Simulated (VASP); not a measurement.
SnSe, 2 atoms in the cell. Symmetry: Fm-3m, No. 225, cubic system. The conventional cell has a = 5.939 Å, b = 5.939 Å, c = 5.939 Å, α = 90.00°, β = 90.00°, γ = 90.00°. Within 3.9 Å of Sn (site symmetry m-3m) lie 6 Se at 2.97 Å. Se (site symmetry m-3m) has 6 Sn at 2.97 Å within 3.9 Å. 

- Program: VASP 6.6.1
- Task: single point
- Functional: PBEsol
- Potentials or basis: VASP PAW PBE potentials, release 64 (Sn_d, Se)
- Cutoff: 520 eV
- k mesh: 8 × 8 × 8
- Occupations: fermi-dirac, width 0.05 eV
- Spin: no spin polarisation
- Dipole correction: no
- Further INCAR settings: ALGO = Normal; EDIFF = 1e-06; NBANDS = 17

Potentials or basis: VASP PAW PBE potentials, release 64 (Sn_d, Se).

The run is started by

```bash
$ cat potpaw_PBE.64/Sn_d/POTCAR potpaw_PBE.64/Se/POTCAR > POTCAR
$ mpirun -np 1 vasp_std > vasp.out
```

Hardware: 1 thread of AMD EPYC 9R45 96-Core Processor (Zen 5), on a shared host.

Task: How long does it take, and how much memory?

Result: It took 13 s on 1 thread of AMD EPYC 9R45 96-Core Processor (Zen 5) (shared host), peak memory 0.16 GiB. Counts: scf iterations 12, k points 29.
